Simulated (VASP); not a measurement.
Wanted: the native input for a VASP 6.6.1 run.

```yaml
Task: density of states
Functional: PBE
Potentials_or_basis: VASP PAW PBE potentials, release 64 (Re)
Cutoff: 520 eV
k_mesh: 14 × 14 × 14
Occupations: fermi-dirac, width 0.03 eV
Spin: no spin polarisation
Dipole_correction: no
k_mesh_for_the_DOS: 21 × 21 × 21
Occupations_for_the_DOS: tetrahedron
Further_INCAR_settings: ALGO = Normal; EDIFF = 1e-07; NBANDS = 10
```

Re:

```
Re
1.0
     0.00000    1.97500    1.97500
     1.97500    0.00000    1.97500
     1.97500    1.97500    0.00000
Re
1
Direct
  0.00000 0.00000 0.00000
```

One way to write it, as run:

POSCAR

```
Re
1.0
    0.0000000000      1.9750000000      1.9750000000
    1.9750000000      0.0000000000      1.9750000000
    1.9750000000      1.9750000000      0.0000000000
Re
1
Direct
    0.0000000000      0.0000000000      0.0000000000
```

INCAR.step1

```
SYSTEM = Re
PREC = Accurate
ENCUT = 520
EDIFF = 1E-7
ISMEAR = -1
SIGMA = 0.03
LREAL = .False.
LASPH = .True.
NELM = 80
ALGO = Normal
ISIF = 2
LWAVE = .False.
LCHARG = .True.
LMAXMIX = 4
GGA = PE
NBANDS = 10
```

KPOINTS.step1

```
Automatic mesh
0
Gamma
  14 14 14
  0 0 0
```

INCAR.step2

```
SYSTEM = Re
PREC = Accurate
ENCUT = 520
EDIFF = 1E-7
ISMEAR = -5
SIGMA = 0.03
LREAL = .False.
LASPH = .True.
NELM = 80
ALGO = Normal
ISIF = 2
LWAVE = .False.
LCHARG = .False.
LMAXMIX = 4
GGA = PE
LORBIT = 11
NBANDS = 10
NEDOS = 2001
ICHARG = 11
```

KPOINTS.step2

```
Automatic mesh
0
Gamma
  21 21 21
  0 0 0
```

Potentials or basis: VASP PAW PBE potentials, release 64 (Re).

Run with:

```sh
$ cat potpaw_PBE.64/Re/POTCAR > POTCAR
$ cp INCAR.step1 INCAR
$ cp KPOINTS.step1 KPOINTS
$ mpirun -np 1 vasp_std > vasp.out
$ cp INCAR.step2 INCAR
$ cp KPOINTS.step2 KPOINTS
$ mpirun -np 1 vasp_std > vasp.out
```

It gave:

```
Valence electrons inside the program's atomic spheres : Re 5.99
```

Caveat: spin-orbit coupling is left out, which moves the levels of the heavy elements.

Run time: 50 s on 1 thread of Intel(R) Xeon(R) Platinum 8375C CPU @ 2.90GHz (Ice Lake), on a shared host, peak memory 0.17 GiB.
